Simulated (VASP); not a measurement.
# ZnO (P6_3mc) in VASP: a series of runs, part 2 of 2

VASP 6.6.1. Earlier steps stand in the parts before.

### 3 Relaxation of cell and atoms, LDA

This run uses another cell than the first one, of 11.90 Å³/atom.

Contents of INCAR:

```
SYSTEM = ZnO
ALGO = Normal
EDIFF = 1E-6
EDIFFG = -0.002
ENCUT = 600
IBRION = 2
ISIF = 3
ISMEAR = 0
LASPH = .TRUE.
LCHARG = .FALSE.
LREAL = .FALSE.
LWAVE = .FALSE.
NELM = 100
NSW = 100
PREC = Accurate
SIGMA = 0.02
```

Contents of KPOINTS:

```
k-points
0
G
  15 15 8
  0 0 0
```

Contents of POSCAR:

```
ZnO
1.0
    3.2494000000      0.0000000000      0.0000000000
   -1.6247000000      2.8140629500      0.0000000000
    0.0000000000      0.0000000000      5.2038000000
Zn O
2 2
Direct
    0.3333333300      0.6666666700      0.0000000000
    0.6666666700      0.3333333300      0.5000000000
    0.3333333300      0.6666666700      0.3830000000
    0.6666666700      0.3333333300      0.8830000000
```

Potentials or basis: VASP PAW LDA potentials, release 64 (Zn, O).

Run with:

```console
cat potpaw_LDA.64/Zn/POTCAR potpaw_LDA.64/O/POTCAR > POTCAR
mpirun -np 1 vasp_std > vasp.out
```

OUTCAR:

```text
SYSTEM = ZnO
   EDIFF = 1E-6
   EDIFFG = -0.002
   ENCUT = 600
   IBRION = 2
   ISIF = 3
   ISMEAR = 0
   LASPH = .TRUE.
   LREAL = .FALSE.
   NELM = 100
   NSW = 100
   PREC = Accurate

 ion  position               nearest neighbor table
   1  0.333  0.667  0.000-   4 1.97   4 1.97   4 1.97   3 1.99
   2  0.667  0.333  0.500-   3 1.97   3 1.97   3 1.97   4 1.99
   3  0.333  0.667  0.383-   2 1.97   2 1.97   2 1.97   1 1.99
   4  0.667  0.333  0.883-   1 1.97   1 1.97   1 1.97   2 1.99

  LATTYP: Found a hexagonal cell.
 ALAT       =     3.2494000000
 C/A-ratio  =     1.6014648858

  Lattice vectors:

 A1 = (   3.2494000000,   0.0000000000,   0.0000000000)
 A2 = (  -1.6247000000,   2.8140629500,   0.0000000000)
 A3 = (   0.0000000000,   0.0000000000,   5.2038000000)

Analysis of symmetry for initial positions (statically):
=====================================================================
 Subroutine PRICEL returns:
 Original cell was already a primitive cell.

 Routine SETGRP: Setting up the symmetry group for a
 hexagonal supercell.

 Subroutine GETGRP returns: Found 12 space group operations
 (whereof  6 operations were pure point group operations)
 out of a pool of 24 trial point group operations.

The static configuration has the point symmetry C_3v.
 The point group associated with its full space group is C_6v.

Analysis of symmetry for dynamics (positions and initial velocities):
=====================================================================
 Subroutine PRICEL returns:
 Original cell was already a primitive cell.

 Routine SETGRP: Setting up the symmetry group for a
 hexagonal supercell.

 Subroutine GETGRP returns: Found 12 space group operations
 (whereof  6 operations were pure point group operations)
 out of a pool of 24 trial point group operations.

The dynamic configuration has the point symmetry C_3v.
 The point group associated with its full space group is C_6v.

 Subroutine INISYM returns: Found 12 space group operations
 (whereof  6 operations are pure point group operations),
 and found     1 'primitive' translations

----------------------------------------------------------------------------------------

                                     Primitive cell

  volume of cell :      47.5836

  direct lattice vectors                    reciprocal lattice vectors
     3.249400000  0.000000000  0.000000000     0.307749123  0.177679039  0.000000000
    -1.624700000  2.814062950  0.000000000     0.000000000  0.355358078  0.000000000
     0.000000000  0.000000000  5.203800000     0.000000000  0.000000000  0.192167262

  length of vectors
     3.249400000  3.249400003  5.203800000     0.355358078  0.355358078  0.192167262

  position of ions in fractional coordinates (direct lattice)
     0.333333330  0.666666670  0.000000000
     0.666666670  0.333333330  0.500000000
     0.333333330  0.666666670  0.383000000
     0.666666670  0.333333330  0.883000000

  ion indices of the primitive-cell ions
   primitive index   ion index
[... 65 lines left out ...]
   NGXF,Y,Z  is equivalent  to a cutoff of  28.65, 28.65, 26.84 a.u.
 SYSTEM =  ZnO
   PREC   = accura    normal or accurate (medium, high low for compatibility)
   ISTART =      0    job   : 0-new  1-cont  2-samecut
   ICHARG =      2    charge: 1-file 2-atom 10-const
   ISPIN  =      1    spin polarized calculation?
   LNONCOLLINEAR =      F non collinear calculations
   LSORBIT =      F    spin-orbit coupling
   LASPH  =      T    aspherical Exc in radial PAW
   ENCUT  =  600.0 eV  44.10 Ry    6.64 a.u.   6.49  6.49 10.39*2*pi/ulx,y,z
   NELM   =    100;   NELMIN=  2; NELMDL= -5     # of ELM steps
   EDIFF  = 0.1E-05   stopping-criterion for ELM
   LREAL  =      F    real-space projection
   EDIFFG = -.2E-02   stopping-criterion for IOM
   NSW    =    100    number of steps for IOM
   IBRION =      2    ionic relax: 0-MD 1-quasi-New 2-CG
   NFREE  =      1    steps in history (QN), initial steepest desc. (CG)
   ISIF   =      3    stress and relaxation
   ISYM   =      2    0-nonsym 1-usesym 2-fastsym
   POTIM  = 0.5000    time-step for ionic-motion
   TEBEG  =    0.0;   TEEND  =   0.0 temperature during run
   PSTRESS=    0.0 pullay stress
   NELECT =      36.0000    total number of electrons
   NUPDOWN=      -1.0000    fix difference up-down
   EMIN   =  10.00;   EMAX   =-10.00  energy-range for DOS
   EFERMI =   0.00;   METHOD = LEGACY
   ISMEAR =     0;   SIGMA  =   0.02  broadening in eV -4-tet -1-fermi 0-gaus
   EFERMI_NEDOS =   21; number of points for ismear=-14 and -15
   IALGO  =     38    algorithm
   IMIX   =      4    mixing-type and parameters
     AMIX     =   0.40;   BMIX     =  1.00
     AMIX_MAG =   1.60;   BMIX_MAG =  1.00
  volume/ion in A,a.u.               =      11.90        80.28
  Fermi-wavevector in a.u.,A,eV,Ry     =   1.491729  2.818958 30.276420  2.225254
  Thomas-Fermi vector in A             =   2.604347
   LORBIT       =      0    0 simple, 1 ext, 2 COOP (PROOUT), +10 PAW based schemes
   GGA     = CA    functional components
   LHFCALC =     F    Hartree Fock is set to
   AEXX    =    0.0000 exact exchange contribution
   IVDW    =     0    specifies the selected vdW correction
   LEPSILON=     F    determine dielectric tensor
   LRPA    =     F    only Hartree local field effects (RPA)
 conjugate gradient relaxation of ions
 non-spin polarized calculation
 Gauss-broadening in eV      SIGMA  =   0.02
  energy-cutoff  :      600.00
  volume of cell :       47.58
 maximum number of plane-waves:      1617
 NGX is ok and might be reduce to    28
   NGX = 13   NGY = 13   NGZ = 21

--------------------------------------- Ionic step        1  -------------------------------------------

 number of electron      36.0000008 magnetization

 Free energy of the ion-electron system (eV)
  ---------------------------------------------------
  ext. energy  EPLUGINS =         0.00000000
  ---------------------------------------------------
  free energy    TOTEN  =       -21.12649744 eV

  energy without entropy =      -21.12649744  energy(sigma->0) =      -21.12649744

------------------------ aborting loop because EDIFF is reached ----------------------------------------

  FORCE on cell =-STRESS in cart. coord.  units (eV):
  Direction    XX          YY          ZZ          XY          YZ          ZX
  --------------------------------------------------------------------------------------
  -------------------------------------------------------------------------------------
  Total       -1.8723234     -1.8723235     -1.7969952      0.0000000     -0.0000000      0.0000000
  in kB      -63.0425654    -63.0425655    -60.5062051      0.0000000     -0.0000000      0.0000000
  external PRESSURE =     -62.1971120 kB  Pullay stress =       0.0000000 kB
[... 95 lines left out ...]
  FREE ENERGIE OF THE ION-ELECTRON SYSTEM (eV)
  ---------------------------------------------------
  free  energy   TOTEN  =       -21.1666552203 eV

  energy  without entropy=      -21.1666552203  energy(sigma->0) =      -21.16665522

[... ionic steps 4 to 12 ...]

--------------------------------------- Ionic step       13  -------------------------------------------

 number of electron      35.9999995 magnetization

------------------------ aborting loop because EDIFF is reached ----------------------------------------
[... 71 lines left out ...]
--------------------------------------- Ionic step       15  -------------------------------------------

 number of electron      35.9999995 magnetization

 Free energy of the ion-electron system (eV)
  ---------------------------------------------------
  ext. energy  EPLUGINS =         0.00000000
  ---------------------------------------------------
  free energy    TOTEN  =       -21.16788575 eV

  energy without entropy =      -21.16788575  energy(sigma->0) =      -21.16788575

 E-fermi :   1.4225     XC(G=0): -11.6911

 val. band max:        1.2859479934   @ k =   0.0000   0.0000   0.0000
 cond. band min:       2.0866959837   @ k =   0.0000   0.0000   0.0000
 fundamental gap:      0.8007479903
 Fermi energy:         1.4225333470

 k-point     1 :       0.0000    0.0000    0.0000
  band No.  band energies     occupation
      1     -16.8818      2.00000
      2     -16.0497      2.00000
      3      -4.7847      2.00000
      4      -4.7104      2.00000
      5      -4.7104      2.00000
      6      -4.6728      2.00000
[... 589 lines left out ...]
     21       8.8630      0.00000
     22       9.9324      0.00000

 [... further k-points ...]

------------------------ aborting loop because EDIFF is reached ----------------------------------------

  FORCE on cell =-STRESS in cart. coord.  units (eV):
  Direction    XX          YY          ZZ          XY          YZ          ZX
  --------------------------------------------------------------------------------------
  -------------------------------------------------------------------------------------
  Total        0.0054182      0.0054182      0.0005784      0.0000000      0.0000000      0.0000000
  in kB        0.1903164      0.1903164      0.0203161      0.0000000      0.0000000      0.0000000
  external PRESSURE =       0.1336497 kB  Pullay stress =       0.0000000 kB
[... 19 lines left out ...]
  FREE ENERGIE OF THE ION-ELECTRON SYSTEM (eV)
  ---------------------------------------------------
  free  energy   TOTEN  =       -21.1678857471 eV

  energy  without entropy=      -21.1678857471  energy(sigma->0) =      -21.16788575

 reached required accuracy - stopping structural energy minimisation
```

OSZICAR:

```text
N       E                     dE             d eps       ncg     rms          rms(c)
DAV:   1     0.297838518807E+03    0.29784E+03   -0.20650E+04  5996   0.263E+03
DAV:   2     0.827825404392E+01   -0.28956E+03   -0.27914E+03  6324   0.467E+02
DAV:   3    -0.235146422228E+02   -0.31793E+02   -0.31529E+02  6972   0.162E+02
DAV:   4    -0.241735064474E+02   -0.65886E+00   -0.65812E+00  6510   0.246E+01
[... 107 lines left out ...]
DAV:   3    -0.211678864527E+02    0.19215E-05   -0.93872E-07  3858   0.292E-02    0.714E-03
DAV:   4    -0.211678857194E+02    0.73334E-06   -0.13940E-06  3006   0.154E-02
  14 F= -.21167886E+02 E0= -.21167886E+02  d E =-.171406E-04
       N       E                     dE             d eps       ncg     rms          rms(c)
DAV:   1    -0.211678863688E+02    0.83855E-07   -0.10505E-05  6664   0.597E-02    0.595E-03
DAV:   2    -0.211678857471E+02    0.62175E-06   -0.20717E-06  2988   0.337E-02
  15 F= -.21167886E+02 E0= -.21167886E+02  d E =-.171683E-04
```

CONTCAR:

```text
ZnO
   1.00000000000000
     3.1938098213510036    0.0000000000000000    0.0000000000000000
    -1.5969049106755018    2.7659204429389819   -0.0000000000000000
     0.0000000000000000    0.0000000000000000    5.1634746839689596
  Zn              O
     2     2
Direct
     0.3333333300000021    0.6666666699999979    0.0022809578410753
     0.6666666699999979    0.3333333300000021    0.5022809578410752
     0.3333333300000021    0.6666666699999979    0.3807190421589274
     0.6666666699999979    0.3333333300000021    0.8807190421589275

  0.00000000E+00  0.00000000E+00  0.00000000E+00
  0.00000000E+00  0.00000000E+00  0.00000000E+00
  0.00000000E+00  0.00000000E+00  0.00000000E+00
  0.00000000E+00  0.00000000E+00  0.00000000E+00
```

Run time: 15 min. Hardware: 1 thread of Intel Xeon Platinum 8488C (Sapphire Rapids), shared host; peak memory 0.27 GiB.

Results:

* Free energy: -21.1679 eV
* Relaxed volume: 11.40 Å³/atom
* Relaxed cell: a = 3.194 Å, b = 3.194 Å, c = 5.163 Å, α = 90.00°, β = 90.00°, γ = 120.00°
* Space group after relaxing (to 0.1 Å): P6_3mc (No. 186)
* Energy gained by relaxing: 10.3 meV/atom
* Ionic steps: 15
* Pressure after relaxing: 0.0 GPa
* Band gap on the k mesh: 0.80 eV

The path:
```tsv
step	energy change (eV)	largest force (eV/Å)	pressure (GPa)	volume (Å³)
1	0.0000	0.0677	-6.22	47.58
2	-0.0254	0.0404	4.47	44.47
3	-0.0402	0.0525	0.06	45.60
4	-0.0401	0.0526	-0.06	45.64
5	-0.0406	0.0271	-0.10	45.65
6	-0.0408	0.0153	-0.11	45.65
7	-0.0411	0.0111	-0.04	45.63
8	-0.0414	0.0009	0.22	45.57
9	-0.0414	0.0008	0.10	45.58
10	-0.0414	0.0004	0.11	45.58
11	-0.0414	0.0014	0.06	45.61
12	-0.0414	0.0030	-0.07	45.65
13	-0.0414	0.0016	-0.10	45.62
14	-0.0414	0.0017	-0.02	45.61
15	-0.0414	0.0018	0.01	45.61
```

Final structure:
```
CELL_PARAMETERS angstrom
3.19381 0.00000 0.00000
-1.59690 2.76592 0.00000
0.00000 0.00000 5.16347
ATOMIC_POSITIONS crystal
Zn 0.33333 0.66667 0.00228
Zn 0.66667 0.33333 0.50228
O 0.33333 0.66667 0.38072
O 0.66667 0.33333 0.88072
```

A k mesh can miss the band edges. LDA usually gives volumes a few per cent too small.
